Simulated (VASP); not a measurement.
Input of a VASP 6.6.1 run:

Contents of INCAR:

```
PREC     = Accurate       # precision mode
ENCUT    = 520            # plane-wave cutoff, eV
EDIFF    = 1E-6           # SCF threshold, eV
ISMEAR   = 0              # smearing method
SIGMA    = 0.05           # smearing width, eV
LREAL    = False          # projectors in reciprocal space
LASPH    = True           # aspherical terms in the spheres
NELM     = 100            # most SCF steps
ALGO     = Fast           # electronic algorithm
ISIF     = 2              # what is computed and relaxed
LWAVE    = False          # write WAVECAR
LCHARG   = False          # write CHGCAR
GGA      = PE             # functional
NBANDS   = 37             # bands
```

File KPOINTS:

```
regular mesh
0
Gamma
  10 10 6
```

The input POSCAR:

```
BiMo
1.0
    4.7446530590      0.0000000000      0.0000000000
   -2.3723265295      4.1089900812      0.0000000000
    0.0000000000      0.0000000000      5.1707969244
Mo Bi
2 2
Direct
    0.0000000000      0.0000000000      0.0000000000
    0.0000000000      0.0000000000      0.5000000000
    0.3333333333      0.6666666667      0.2500000000
    0.6666666667      0.3333333333      0.7500000000
```

Potentials or basis: VASP PAW PBE potentials, release 64 (Mo_sv, Bi_d).

Run with:

```console
$ cat potpaw_PBE.64/Mo_sv/POTCAR potpaw_PBE.64/Bi_d/POTCAR > POTCAR
$ mpirun -np 1 vasp_std > vasp.out
```

Problem. What does it give for the band gap on the k mesh?

Solution. Zero (band 29 reaches 8.82 eV, above the bottom of band 30 at 7.48 eV).

Problem. Estimate the pressure.

Solution. -6.0 GPa.

Caveat: spin-orbit coupling is left out, which moves the levels of the heavy elements.
